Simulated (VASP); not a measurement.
Al, 1 atom in the cell. Symmetry: I4/mmm, No. 139, tetragonal system. Conventional cell: a = 3.165 Å, b = 3.165 Å, c = 2.816 Å, α = 90.00°, β = 90.00°, γ = 90.00°. Within 3.5 Å of Al (site symmetry 4/mmm) lie 14 Al at 2.64 to 3.16 Å. 

| Quantity | Value |
| --- | --- |
| Program | VASP 6.6.1 |
| Task | single point |
| Functional | PBE |
| Dispersion | D3(BJ) |
| Potentials or basis | VASP PAW PBE potentials, release 64 (Al) |
| Cutoff | 520 eV |
| k mesh | 22 × 22 × 22 |
| Occupations | gaussian, width 0.15 eV |
| Spin | no spin polarisation |
| Dipole correction | no |
| Further INCAR settings | ALGO = Fast; EDIFF = 1e-06; NBANDS = 8 |

Potentials or basis: VASP PAW PBE potentials, release 64 (Al).

Command:

```console
$ cat potpaw_PBE.64/Al/POTCAR > POTCAR
$ mpirun -np 1 vasp_std > vasp.out
```

Hardware: 1 thread of Intel(R) Xeon(R) Platinum 8559C (Emerald Rapids), with other jobs on the host.

How long does it take, and how much memory?

Wall time 39 s on 1 thread of Intel(R) Xeon(R) Platinum 8559C (Emerald Rapids) (shared host), peak memory 0.2 GiB. Counts: scf iterations 12, k points 834.
